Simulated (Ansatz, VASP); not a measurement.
**K2PdC2 in VASP and in Ansatz**

INCAR

```
PREC = Accurate
ENCUT = 520
EDIFF = 1E-6
ISMEAR = 0
SIGMA = 0.05
LREAL = F
LASPH = T
NELM = 100
ALGO = Normal
ISIF = 2
LWAVE = F
LCHARG = F
NBANDS = 26
```

Contents of KPOINTS:

```
regular mesh
0
Gamma
  6 6 6
```

The input POSCAR:

```
K2PdC2
1.0
    5.1181840614      0.0000000000      0.0000000000
   -2.5590920307      4.4324774185      0.0000000000
    0.0000000000      0.0000000000      5.2581371800
K Pd C
2 1 2
Direct
    0.6230826510      0.3014276195      0.7582344942
    0.3333333333      0.6666666667      0.2798017900
    0.0000000000      0.0000000000      0.0000000000
    0.0000000000      0.0000000000      0.6201967800
    0.0000000000      0.0000000000      0.3798032200
```

Input for Ansatz:

```yaml
crystal:
  lattice:
    - [5.1181840614, 0.0, 0.0]
    - [-2.5590920307, 4.4324774185, 0.0]
    - [0.0, 0.0, 5.25813718]
  atoms:
    - { symbol: K, position: [0.623082651, 0.3014276195, 0.7582344942] }
    - { symbol: K, position: [0.3333333333, 0.6666666667, 0.27980179] }
    - { symbol: Pd, position: [0.0, 0.0, 0.0] }
    - { symbol: C, position: [0.0, 0.0, 0.62019678] }
    - { symbol: C, position: [0.0, 0.0, 0.37980322] }
basis:
  ecutwfc: 420
kpoints:
  mp_grid: { grid: [6, 6, 6] }
hamiltonian:
  xc: lda
scf:
  occupations: { method: gaussian, width: 0.05 }
output:
  forces: true
  stress: true
  eigenvalues: true
```

Alike in both runs: task single point; functional LDA; k mesh 6 × 6 × 6; occupations gaussian, width 0.05 eV; no spin polarisation.

|  | VASP | Ansatz |
| --- | --- | --- |
| version | VASP 6.6.1 | Ansatz 0.2.0 |
| potentials or method | VASP PAW LDA potentials, release 64 (K_sv, Pd, C), cutoff 520 eV | scalar-relativistic, plane waves, PAW |
| valence electrons in the cell | 36 | 44 |

|  | VASP | Ansatz | Ansatz less VASP |
| --- | --- | --- | --- |
| gap on the k mesh at the Fermi level (eV) | 1.31 | 1.31 | -0.002 |
| least direct gap on the mesh (eV) | 1.38 | 1.38 | -0.002 |
| pressure (GPa) | -2.2 | -2.3 | -0.14 |
| traceless stress, the component that is largest in VASP (GPa) | -1.23 | -1.35 | -0.119 |
| rms of the force components (eV/Å) | 0.181 | 0.167 | -0.0146 |

LDA's correlation is that of Perdew and Zunger in VASP and of Perdew and Wang (1992) in Ansatz. Atom by atom the forces differ by 0.020 eV/Å (rms over components). VASP's potentials hold 36 valence electrons a cell and Ansatz's 44, so a difference there can come from the potentials and not from the codes.
